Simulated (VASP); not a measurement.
# CdSe (F-43m) in VASP: single point with PBE

Aim: the single point of CdSe with PBE.

Everything below comes from runs of VASP 6.6.1. Logs are shortened: lines on timing, memory, paths and dates and some standing lists are left out, and cuts for length are marked.

### 1 The cell of the first run

It takes space group F-43m (No. 216, cubic). The conventional cell has a = 5.682 Å, b = 5.682 Å, c = 5.682 Å, α = 90.00°, β = 90.00°, γ = 90.00°. Within 3.2 Å of Cd (site symmetry -43m) lie 4 Se at 2.46 Å. Se (site symmetry -43m) has 4 Cd at 2.46 Å within 3.2 Å.

### 2 Single point, PBE

INCAR

```
SYSTEM = CdSe
  ALGO = Normal
  EDIFF = 1E-6
  ENCUT = 500
  GGA = PE
  GGA_COMPAT = .FALSE.
  ISIF = 2
  ISMEAR = -1
  LASPH = .TRUE.
  LCHARG = .FALSE.
  LREAL = .FALSE.
  LWAVE = .FALSE.
  NBANDS = 16
  NELM = 120
  PREC = Accurate
  SIGMA = 0.1
```

KPOINTS

```
k-points
0
G
  8 8 8
  0 0 0
```

POSCAR

```
CdSe
1.0
    0.0000000000      2.8408370000      2.8408370000
    2.8408370000      0.0000000000      2.8408370000
    2.8408370000      2.8408370000      0.0000000000
Cd Se
1 1
Direct
    0.0000000000      0.0000000000      0.0000000000
    0.2500000000      0.2500000000      0.2500000000
```

Potentials or basis: VASP PAW PBE potentials, release 64 (Cd, Se).

Launch:

```
> cat potpaw_PBE.64/Cd/POTCAR potpaw_PBE.64/Se/POTCAR > POTCAR
> mpirun -np 1 vasp_std > vasp.out
```

OUTCAR:

```text
SYSTEM = CdSe
   EDIFF = 1E-6
   ENCUT = 500
   GGA = PE
   ISIF = 2
   ISMEAR = -1
   LASPH = .TRUE.
   LREAL = .FALSE.
   NELM = 120
   PREC = Accurate

 ion  position               nearest neighbor table
   1  0.000  0.000  0.000-   2 2.46   2 2.46   2 2.46   2 2.46
   2  0.250  0.250  0.250-   1 2.46   1 2.46   1 2.46   1 2.46

  LATTYP: Found a face centered cubic cell.
 ALAT       =     5.6816740000

  Lattice vectors:

 A1 = (   0.0000000000,   2.8408370000,   2.8408370000)
 A2 = (   2.8408370000,   0.0000000000,   2.8408370000)
 A3 = (   2.8408370000,   2.8408370000,   0.0000000000)

Analysis of symmetry for initial positions (statically):
=====================================================================
 Subroutine PRICEL returns:
 Original cell was already a primitive cell.

 Routine SETGRP: Setting up the symmetry group for a
 face centered cubic supercell.

 Subroutine GETGRP returns: Found 24 space group operations
 (whereof 24 operations were pure point group operations)
 out of a pool of 48 trial point group operations.

The static configuration has the point symmetry T_d .

Analysis of symmetry for dynamics (positions and initial velocities):
=====================================================================
 Subroutine PRICEL returns:
 Original cell was already a primitive cell.

 Routine SETGRP: Setting up the symmetry group for a
 face centered cubic supercell.

 Subroutine GETGRP returns: Found 24 space group operations
 (whereof 24 operations were pure point group operations)
 out of a pool of 48 trial point group operations.

The dynamic configuration has the point symmetry T_d .

 Subroutine INISYM returns: Found 24 space group operations
 (whereof 24 operations are pure point group operations),
 and found     1 'primitive' translations

----------------------------------------------------------------------------------------

                                     Primitive cell

  volume of cell :      45.8531

  direct lattice vectors                    reciprocal lattice vectors
     0.000000000  2.840837000  2.840837000    -0.176004466  0.176004466  0.176004466
     2.840837000  0.000000000  2.840837000     0.176004466 -0.176004466  0.176004466
     2.840837000  2.840837000  0.000000000     0.176004466  0.176004466 -0.176004466

  length of vectors
     4.017550214  4.017550214  4.017550214     0.304848678  0.304848678  0.304848678

  position of ions in fractional coordinates (direct lattice)
     0.000000000  0.000000000  0.000000000
     0.250000000  0.250000000  0.250000000

  ion indices of the primitive-cell ions
   primitive index   ion index
                 1           1
                 2           2

----------------------------------------------------------------------------------------

 KPOINTS: k-points

Automatic generation of k-mesh.
 Grid dimensions read from file:
 generate k-points for:    8    8    8

 Generating k-lattice:

  Cartesian coordinates                     Fractional coordinates (reciprocal lattice)
    -0.022000558  0.022000558  0.022000558     0.125000000  0.000000000  0.000000000
     0.022000558 -0.022000558  0.022000558     0.000000000  0.125000000  0.000000000
     0.022000558  0.022000558 -0.022000558     0.000000000  0.000000000  0.125000000

  Length of vectors
     0.038106085  0.038106085  0.038106085

  Shift w.r.t. Gamma in fractional coordinates (k-lattice)
     0.000000000  0.000000000  0.000000000

 Subroutine IBZKPT returns following result:
 ===========================================

 Found     29 irreducible k-points:

 Following reciprocal coordinates:
            Coordinates               Weight
  0.000000  0.000000  0.000000      1.000000
  0.125000  0.000000  0.000000      8.000000
  0.250000  0.000000  0.000000      8.000000
  0.375000  0.000000  0.000000      8.000000
  0.500000  0.000000  0.000000      4.000000
  0.125000  0.125000  0.000000      6.000000
[... 16 lines left out ...]
  0.500000  0.250000  0.125000     48.000000
 -0.375000  0.250000  0.125000     24.000000
 [... further k-points ...]
   k-points           NKPTS =     29   k-points in BZ     NKDIM =     29   number of bands    NBANDS=     16
   number of dos      NEDOS =    301   number of ions     NIONS =      2
   total plane-waves  NPLWV =  27000
   dimension x,y,z NGX =    30 NGY =   30 NGZ =   30
   dimension x,y,z NGXF=    60 NGYF=   60 NGZF=   60
   ions per type =               1   1
   NGX,Y,Z   is equivalent  to a cutoff of  12.41, 12.41, 12.41 a.u.
   NGXF,Y,Z  is equivalent  to a cutoff of  24.83, 24.83, 24.83 a.u.
 SYSTEM =  CdSe
   PREC   = accura    normal or accurate (medium, high low for compatibility)
   ISTART =      0    job   : 0-new  1-cont  2-samecut
   ICHARG =      2    charge: 1-file 2-atom 10-const
   ISPIN  =      1    spin polarized calculation?
   LNONCOLLINEAR =      F non collinear calculations
   LSORBIT =      F    spin-orbit coupling
   LASPH  =      T    aspherical Exc in radial PAW
   ENCUT  =  500.0 eV  36.75 Ry    6.06 a.u.   7.32  7.32  7.32*2*pi/ulx,y,z
   NELM   =    120;   NELMIN=  2; NELMDL= -5     # of ELM steps
   EDIFF  = 0.1E-05   stopping-criterion for ELM
   LREAL  =      F    real-space projection
   EDIFFG = 0.1E-04   stopping-criterion for IOM
   NSW    =      0    number of steps for IOM
   IBRION =     -1    ionic relax: 0-MD 1-quasi-New 2-CG
   NFREE  =      0    steps in history (QN), initial steepest desc. (CG)
   ISIF   =      2    stress and relaxation
   ISYM   =      2    0-nonsym 1-usesym 2-fastsym
   POTIM  = 0.5000    time-step for ionic-motion
   TEBEG  =    0.0;   TEEND  =   0.0 temperature during run
   PSTRESS=    0.0 pullay stress
   NELECT =      18.0000    total number of electrons
   NUPDOWN=      -1.0000    fix difference up-down
   EMIN   =  10.00;   EMAX   =-10.00  energy-range for DOS
   EFERMI =   0.00;   METHOD = LEGACY
   ISMEAR =    -1;   SIGMA  =   0.10  broadening in eV -4-tet -1-fermi 0-gaus
   EFERMI_NEDOS =   21; number of points for ismear=-14 and -15
   IALGO  =     38    algorithm
   IMIX   =      4    mixing-type and parameters
     AMIX     =   0.40;   BMIX     =  1.00
     AMIX_MAG =   1.60;   BMIX_MAG =  1.00
  volume/ion in A,a.u.               =      22.93       154.72
  Fermi-wavevector in a.u.,A,eV,Ry     =   1.198697  2.265209 19.549858  1.436874
  Thomas-Fermi vector in A             =   2.334579
   LORBIT       =      0    0 simple, 1 ext, 2 COOP (PROOUT), +10 PAW based schemes
   GGA     = PE    functional components
   LHFCALC =     F    Hartree Fock is set to
   AEXX    =    0.0000 exact exchange contribution
   IVDW    =     0    specifies the selected vdW correction
   LEPSILON=     F    determine dielectric tensor
   LRPA    =     F    only Hartree local field effects (RPA)
 non-spin polarized calculation
  energy-cutoff  :      500.00
  volume of cell :       45.85
 maximum number of plane-waves:      1211
 NGX is ok and might be reduce to    30
   NGX = 15   NGY = 15   NGZ = 15

 number of electron      17.9999998 magnetization

 Free energy of the ion-electron system (eV)
  ---------------------------------------------------
  ext. energy  EPLUGINS =         0.00000000
  ---------------------------------------------------
  free energy    TOTEN  =        -4.74987695 eV

  energy without entropy =       -4.74979531  energy(sigma->0) =       -4.74983613

 E-fermi :   3.4285     XC(G=0):  -9.8540

 val. band max:        2.8262230040   @ k =   0.0000   0.0000   0.0000
 cond. band min:       3.8428502783   @ k =   0.0000   0.0000   0.0000
 fundamental gap:      1.0166272744
 Fermi energy:         3.4284547258

 k-point     1 :       0.0000    0.0000    0.0000
  band No.  band energies     occupation
      1     -11.1697      2.00000
      2      -6.0740      2.00000
      3      -6.0740      2.00000
      4      -6.0740      2.00000
      5      -5.4298      2.00000
      6      -5.4298      2.00000
[... 8 lines left out ...]
     15      14.3663      0.00000
     16      14.3663      0.00000

 k-point     2 :       0.1250    0.0000    0.0000
  band No.  band energies     occupation
      1     -11.0862      2.00000
      2      -6.0451      2.00000
      3      -6.0451      2.00000
      4      -6.0202      2.00000
      5      -5.4322      2.00000
      6      -5.4322      2.00000
[... 8 lines left out ...]
     15      13.3847      0.00000
     16      13.9325      0.00000

 k-point     3 :       0.2500    0.0000    0.0000
  band No.  band energies     occupation
      1     -10.8811      2.00000
      2      -5.9822      2.00000
      3      -5.9822      2.00000
      4      -5.8069      2.00000
      5      -5.4279      2.00000
      6      -5.4279      2.00000
[... 8 lines left out ...]
     15      13.1313      0.00000
     16      13.2371      0.00000

 k-point     4 :       0.3750    0.0000    0.0000
  band No.  band energies     occupation
      1     -10.6725      2.00000
      2      -5.9331      2.00000
      3      -5.9331      2.00000
      4      -5.4041      2.00000
      5      -5.4041      2.00000
      6      -5.3521      2.00000
[... 8 lines left out ...]
     15      14.2393      0.00000
     16      14.2393      0.00000

 k-point     5 :       0.5000    0.0000    0.0000
  band No.  band energies     occupation
      1     -10.5860      2.00000
      2      -5.9179      2.00000
      3      -5.9179      2.00000
      4      -5.3874      2.00000
      5      -5.3874      2.00000
      6      -4.9478      2.00000
[... 8 lines left out ...]
     15      15.6129      0.00000
     16      15.6129      0.00000

 k-point     6 :       0.1250    0.1250    0.0000
  band No.  band energies     occupation
      1     -11.0585      2.00000
      2      -6.0374      2.00000
      3      -6.0180      2.00000
      4      -6.0180      2.00000
      5      -5.4521      2.00000
      6      -5.4146      2.00000
[... 8 lines left out ...]
     15      14.4834      0.00000
     16      14.8111      0.00000

 k-point     7 :       0.2500    0.1250    0.0000
  band No.  band energies     occupation
      1     -10.8941      2.00000
      2      -5.9861      2.00000
      3      -5.9505      2.00000
      4      -5.8787      2.00000
      5      -5.4582      2.00000
      6      -5.4006      2.00000
[... 8 lines left out ...]
     15      14.1945      0.00000
     16      14.8336      0.00000

 k-point     8 :       0.3750    0.1250    0.0000
  band No.  band energies     occupation
      1     -10.6869      2.00000
      2      -5.9319      2.00000
      3      -5.8930      2.00000
      4      -5.5829      2.00000
      5      -5.3838      2.00000
      6      -5.3602      2.00000
[... 8 lines left out ...]
     15      14.4083      0.00000
     16      14.8968      0.00000

 k-point     9 :       0.5000    0.1250    0.0000
  band No.  band energies     occupation
      1     -10.5605      2.00000
      2      -5.9053      2.00000
      3      -5.8742      2.00000
      4      -5.4478      2.00000
      5      -5.3834      2.00000
      6      -4.9468      2.00000
[... 8 lines left out ...]
     15      15.1179      0.00000
     16      15.6779      0.00000
[... 172 lines left out ...]
 k-point    19 :       0.5000    0.3750    0.0000
  band No.  band energies     occupation
      1     -10.4311      2.00000
      2      -5.8304      2.00000
      3      -5.6582      2.00000
      4      -5.6307      2.00000
      5      -5.3431      2.00000
      6      -4.8849      2.00000
[... 8 lines left out ...]
     15      15.9807      0.00000
     16      17.1757      0.00000

 k-point    20 :      -0.3750    0.3750    0.0000
  band No.  band energies     occupation
      1     -10.4205      2.00000
      2      -5.8385      2.00000
      3      -5.6930      2.00000
      4      -5.5602      2.00000
      5      -5.3811      2.00000
      6      -4.6734      2.00000
[... 8 lines left out ...]
     15      14.9142      0.00000
     16      17.9808      0.00000

 k-point    21 :       0.5000    0.5000    0.0000
  band No.  band energies     occupation
      1     -10.4030      2.00000
      2      -5.8402      2.00000
      3      -5.6164      2.00000
      4      -5.6164      2.00000
      5      -5.3253      2.00000
      6      -4.8590      2.00000
[... 8 lines left out ...]
     15      15.4746      0.00000
     16      16.9486      0.00000

 k-point    22 :       0.3750    0.2500    0.1250
  band No.  band energies     occupation
      1     -10.7288      2.00000
      2      -5.9223      2.00000
      3      -5.8829      2.00000
      4      -5.7170      2.00000
      5      -5.4339      2.00000
      6      -5.3635      2.00000
[... 8 lines left out ...]
     15      14.9886      0.00000
     16      16.4198      0.00000

 k-point    23 :       0.5000    0.2500    0.1250
  band No.  band energies     occupation
      1     -10.5639      2.00000
      2      -5.8730      2.00000
      3      -5.8376      2.00000
      4      -5.5424      2.00000
      5      -5.3949      2.00000
      6      -5.1063      2.00000
[... 8 lines left out ...]
     15      15.5448      0.00000
     16      16.1010      0.00000

 k-point    24 :      -0.3750    0.2500    0.1250
  band No.  band energies     occupation
      1     -10.4962      2.00000
      2      -5.8673      2.00000
      3      -5.8144      2.00000
      4      -5.4765      2.00000
      5      -5.4048      2.00000
      6      -4.7977      2.00000
[... 8 lines left out ...]
     15      15.0022      0.00000
     16      16.2434      0.00000

 [... further k-points ...]

------------------------ aborting loop because EDIFF is reached ----------------------------------------

  FORCE on cell =-STRESS in cart. coord.  units (eV):
  Direction    XX          YY          ZZ          XY          YZ          ZX
  --------------------------------------------------------------------------------------
  -------------------------------------------------------------------------------------
  Total        6.3437184      6.3437184      6.3437184      0.0000000      0.0000000     -0.0000000
  in kB      221.6590839    221.6590839    221.6590839      0.0000000      0.0000000     -0.0000000
  external PRESSURE =     221.6590839 kB  Pullay stress =       0.0000000 kB

 VOLUME and BASIS-vectors are now :
 -----------------------------------------------------------------------------
  energy-cutoff  :      500.00
  volume of cell :       45.85
      direct lattice vectors                 reciprocal lattice vectors
     0.000000000  2.840837000  2.840837000    -0.176004466  0.176004466  0.176004466
     2.840837000  0.000000000  2.840837000     0.176004466 -0.176004466  0.176004466
     2.840837000  2.840837000  0.000000000     0.176004466  0.176004466 -0.176004466

 POSITION                                       TOTAL-FORCE (eV/Angst)
 -----------------------------------------------------------------------------------
      0.00000      0.00000      0.00000        -0.000000     -0.000000     -0.000000
      1.42042      1.42042      1.42042         0.000000      0.000000      0.000000
 -----------------------------------------------------------------------------------
    total drift:                               -0.000000     -0.000000     -0.000000

  FREE ENERGIE OF THE ION-ELECTRON SYSTEM (eV)
  ---------------------------------------------------
  free  energy   TOTEN  =        -4.7498769534 eV

  energy  without entropy=       -4.7497953107  energy(sigma->0) =       -4.74983613
```

Wall time 36 s (1 thread of Intel Xeon Platinum 8175M at 2.50GHz (Skylake/Cascade Lake), shared host); peak memory 0.17 GiB.

What came out:

| Property | Result |
| --- | --- |
| Free energy | -4.7499 eV |
| Pressure | 22.2 GPa |
| Band gap on the k mesh | 1.02 eV |

Caveat: the cell stands under pressure.
